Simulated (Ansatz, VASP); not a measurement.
**SnO in VASP and in Ansatz**

Contents of INCAR:

```
SYSTEM = SnO
  PREC = Accurate
  ENCUT = 520
  EDIFF = 1E-6
  ISMEAR = 0
  SIGMA = 0.15
  LREAL = .FALSE.
  LASPH = .TRUE.
  NELM = 60
  ALGO = Normal
  ISIF = 2
  LWAVE = .FALSE.
  LCHARG = .FALSE.
  GGA = PE
  NBANDS = 28
```

File KPOINTS:

```
regular mesh
0
G
  12 12 10
  0 0 0
```

Contents of POSCAR:

```
SnO
1.0
    3.8020000000      0.0285150000      0.0000000000
    0.0285150000      3.8020000000      0.0000000000
    0.0000000000      0.0000000000      4.8360000000
Sn O
2 2
Direct
    0.0000000000      0.5000000000      0.2385000000
    0.5000000000      0.0000000000      0.7615000000
    0.0000000000      0.0000000000      0.0000000000
    0.5000000000      0.5000000000      0.0000000000
```

Input for Ansatz:

```yaml
crystal:
  lattice:
    - [3.802, 0.028515, 0.0]
    - [0.028515, 3.802, 0.0]
    - [0.0, 0.0, 4.836]
  atoms:
    - { symbol: Sn, position: [0.0, 0.5, 0.2385] }
    - { symbol: Sn, position: [0.5, 0.0, 0.7615] }
    - { symbol: O, position: [0.0, 0.0, 0.0] }
    - { symbol: O, position: [0.5, 0.5, 0.0] }
basis:
  ecutwfc: 420
kpoints:
  mp_grid: { grid: [12, 12, 10] }
hamiltonian:
  xc: pbe
scf:
  occupations: { method: gaussian, width: 0.15 }
output:
  forces: true
  stress: true
  eigenvalues: true
```

Change from the starting cell: strain +0.0150 x Voigt [0, 0, 0, 0, 0, 1], atoms carried along.

Alike in both runs: task single point; functional PBE; k mesh 12 × 12 × 10; occupations gaussian, width 0.15 eV; no spin polarisation.

|  | VASP | Ansatz |
| --- | --- | --- |
| version | VASP 6.6.1 | Ansatz 0.2.0 |
| potentials or method | VASP PAW PBE potentials, release 64 (Sn_d, O), cutoff 520 eV | scalar-relativistic, plane waves, PAW |
| valence electrons in the cell | 40 | 40 |

```tsv
	VASP	Ansatz	Ansatz less VASP
gap on the k mesh at the Fermi level (eV)	none	none	-
pressure (GPa)	4.4	4.2	-0.24
traceless stress, the component that is largest in VASP (GPa)	-1.25	-1.25	-0.006
rms of the force components (eV/Å)	0.179	0.144	-0.0350
```

Atom by atom the forces differ by 0.035 eV/Å (rms over components). A gap of «none» marks a metal or a gap that the smearing closes.
